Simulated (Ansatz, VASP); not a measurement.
# SrAlH3 in VASP and in Ansatz

```xyz
5
Lattice="4.5855 0.0000 0.0000 0.0000 4.5855 0.0000 0.0000 0.0000 4.5855" Properties=species:S:1:pos:R:3 pbc="T T T"
Sr    2.2927    2.2927    2.2927
Al    0.0000    0.0000    0.0000
H     0.0000    2.2927    2.2927
H     2.2927    0.0000    2.2927
H     2.2927    2.2927    0.0000
```

Alike in both runs: task single point; functional r2SCAN; k mesh 5 × 5 × 5; occupations fermi-dirac, width 0.15 eV; no spin polarisation.

|  | VASP | Ansatz |
| --- | --- | --- |
| version | VASP 6.6.1 | Ansatz 0.2.0 |
| potentials or method | VASP PAW PBE potentials, release 64 (Sr_sv, Al, H), cutoff 520 eV | plane waves, PAW |
| valence electrons in the cell | 16 | 16 |

|  | VASP | Ansatz | Ansatz less VASP |
| --- | --- | --- | --- |
| pressure (GPa) | 0.2 | 0.2 | -0.02 |

VASP's potentials were made for PBE, not for r2SCAN.
